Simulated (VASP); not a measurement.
Write the native input for VASP 6.6.1 that does the following.

- Task: single point
- Functional: PBEsol
- Potentials or basis: VASP PAW PBE potentials, release 64 (Ti_sv, O)
- Cutoff: 520 eV
- k mesh: 6 × 6 × 10
- Occupations: gaussian, width 0.05 eV
- Spin: no spin polarisation
- Dipole correction: no
- Further INCAR settings: ALGO = Normal; EDIFF = 1e-07; NBANDS = 33

The structure of TiO2 lies in POSCAR:

```
TiO2
1.0
    4.5912476203      0.0000000000      0.0000000000
    0.0000000000      4.5912476203      0.0000000000
    0.0000000000      0.0000000000      2.9389940195
Ti O
2 4
Direct
    0.0125869535     -0.0125869535     -0.0321816135
    0.5000000000      0.5000000000      0.5000000000
    0.3044387440      0.3044387440      0.0000000000
    0.1955612560      0.8044387440      0.5000000000
    0.6955612560      0.6955612560      0.0000000000
    0.8044387440      0.1955612560      0.5000000000
```

This cell differs from its parent crystal: atom 1 (Ti) moved +0.125 Å towards its neighbour atom 4 (O) at 1.942 Å.

These files were run (other wordings do the same):

INCAR

```
SYSTEM = TiO2
PREC = Accurate
ENCUT = 520
EDIFF = 1E-7
ISMEAR = 0
SIGMA = 0.05
LREAL = .False.
LASPH = .True.
NELM = 80
ALGO = Normal
ISIF = 2
LWAVE = .False.
LCHARG = .False.
GGA = PS
NBANDS = 33
```

KPOINTS

```
Automatic mesh
0
Gamma
  6 6 10
  0 0 0
```

Potentials or basis: VASP PAW PBE potentials, release 64 (Ti_sv, O).

The run is started by

```bash
$ cat potpaw_PBE.64/Ti_sv/POTCAR potpaw_PBE.64/O/POTCAR > POTCAR
$ mpirun -np 1 vasp_std > vasp.out
```

It gave:

```
Pressure               : 1.8 GPa
Largest force          : 1.934 eV/Å
Band gap on the k mesh : 1.80 eV (least direct gap 1.85 eV)
```

Caveat: the cell differs from its parent crystal (atom 1 (Ti) moved +0.125 Å towards its neighbour atom 4 (O) at 1.942 Å); the PAW data sets were made with another functional, which shifts forces and pressure a little.

It took 4.4 min on 1 thread of Intel(R) Xeon(R) Platinum 8259CL CPU @ 2.50GHz (Skylake/Cascade Lake), on a shared host, peak memory 0.29 GiB.
